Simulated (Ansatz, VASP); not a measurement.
**Two plane-wave programs on CdS3**

```
CELL_PARAMETERS angstrom
6.58564 0.00000 0.00000
-3.29282 5.70333 0.00000
0.00000 0.00000 5.53936
ATOMIC_POSITIONS crystal
Cd 0.33333 0.66667 0.75000
Cd 0.66667 0.33333 0.25000
S 0.22256 0.44513 0.25000
S 0.55487 0.77744 0.25000
S 0.22256 0.77744 0.25000
S 0.77744 0.55487 0.75000
S 0.44513 0.22256 0.75000
S 0.77744 0.22256 0.75000
```

Change from the starting cell: species swapped into the Ce3Ga type (P6_3/mmc, No. 194).

Alike in both runs: functional PBE; k mesh 3 × 3 × 4; occupations gaussian, width 0.1 eV; no spin polarisation.

Ansatz relaxed the structure, and its values are those at the end. VASP's run is a single point on that final structure, the one shown.

|  | VASP | Ansatz |
| --- | --- | --- |
| version | VASP 6.6.1 | Ansatz 0.2.0 |
| potentials or method | VASP PAW PBE potentials, release 64 (Cd, S), cutoff 500 eV | scalar-relativistic, plane waves, PAW |
| valence electrons in the cell | 60 | 76 |

Ansatz gave:

- gap on the k mesh at the Fermi level (eV): none
- pressure (GPa): 0.2
- rms of the force components (eV/Å): 0.004

Q: Estimate VASP's values.

A: gap on the k mesh at the Fermi level (eV): none; pressure (GPa): 0.0; rms of the force components (eV/Å): 0.066.

A gap of «none» marks a metal or a gap that the smearing closes. With one functional, cell and mesh, what is left measures potentials, basis and numerics. VASP's potentials hold 60 valence electrons a cell and Ansatz's 76, so a difference there can come from the potentials and not from the codes.

The k mesh is coarse, so the values compare programs but aren't converged.
